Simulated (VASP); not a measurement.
NaF:

```
CELL_PARAMETERS angstrom
0.00000 3.24297 5.23007
1.56520 0.00000 5.23007
1.56520 3.24297 0.00000
ATOMIC_POSITIONS crystal
Na 0.18267 0.18267 0.81733
Na 0.43267 0.43267 0.06733
F 0.81733 0.81733 0.18267
F 0.06733 0.06733 0.43267
```

The cell was built from a structure type or drawn by symmetry, and may not be a known phase.

| Property | Result |
| --- | --- |
| Program | VASP 6.6.1 |
| Task | relaxation of cell and atoms |
| Functional | PBE |
| Potentials or basis | VASP PAW PBE potentials, release 64 (Na_pv, F) |
| Cutoff | 600 eV |
| k mesh | 6 × 6 × 6 |
| Occupations | gaussian, width 0.1 eV |
| Spin | no spin polarisation |

At the start: pressure 7.4 GPa; volume 13.27 Å³/atom.

**Question.** Where does the relaxation end?

**Answer.** Over 13 steps the energy falls by 52.3 meV/atom and the volume is 15.02 Å³/atom (+13.2 %); space group Fdd2 (No. 43, to 0.1 Å) before and after.

The path:
```tsv
step	energy change (eV)	largest force (eV/Å)	pressure (GPa)	volume (Å³)
1	0.0000	0.3774	7.42	53.09
2	-0.1732	0.0143	2.08	57.94
3	-0.1911	0.1263	-0.48	61.59
4	-0.1932	0.1011	0.06	60.75
5	-0.1932	0.0962	0.15	60.59
6	-0.1974	0.0682	-0.01	60.76
7	-0.2018	0.0176	-0.40	61.28
8	-0.2019	0.0047	-0.30	61.20
9	-0.2046	0.0010	-0.24	60.88
10	-0.2072	0.0108	-0.07	60.37
11	-0.2068	0.0320	0.36	59.33
12	-0.2080	0.0198	0.16	59.91
13	-0.2092	0.0243	0.02	60.08
```

Final structure:
```
Na F
1.0
     0.00000    3.18684    5.75642
     1.63748    0.00000    5.75642
     1.63748    3.18684    0.00000
Na F
2 2
Direct
  0.18281 0.18281 0.81719
  0.43281 0.43281 0.06719
  0.81719 0.81719 0.18281
  0.06719 0.06719 0.43281
```
